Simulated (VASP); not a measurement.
TiH, 4 atoms in the cell. It takes space group P6_3/mmc (No. 194, hexagonal). Conventional cell: a = 2.878 Å, b = 2.878 Å, c = 5.263 Å, α = 90.00°, β = 90.00°, γ = 120.00°. Ti (site symmetry -3m) has 6 H at 2.12 Å and 2 Ti at 2.63 Å within 2.8 Å. H (site symmetry -6m2) has 6 Ti at 2.12 Å within 2.8 Å. 

| Property | Result |
| --- | --- |
| Program | VASP 6.6.1 |
| Task | single point |
| Functional | r2SCAN |
| Potentials or basis | VASP PAW PBE potentials, release 64 (Ti_sv, H) |
| Cutoff | 520 eV |
| k mesh | 3 × 3 × 2 |
| Occupations | methfessel-paxton, width 0.1 eV |
| Spin | no spin polarisation |
| Dipole correction | no |
| Further INCAR settings | ALGO = Normal; EDIFF = 1e-06; NBANDS = 21 |

Potentials or basis: VASP PAW PBE potentials, release 64 (Ti_sv, H).

Launch:

```console
$ cat potpaw_PBE.64/Ti_sv/POTCAR potpaw_PBE.64/H/POTCAR > POTCAR
$ cp INCAR.step1 INCAR
$ mpirun -np 1 vasp_std > vasp.out
$ cp INCAR.step2 INCAR
$ mpirun -np 1 vasp_std > vasp.out
```

Hardware: 1 thread of AMD EPYC 7R13 (shared host).

Question: How long does it take, and how much memory?

Answer: It took 62 s on 1 thread of AMD EPYC 7R13, on a shared host, peak memory 0.13 GiB. Counts: k points 6.
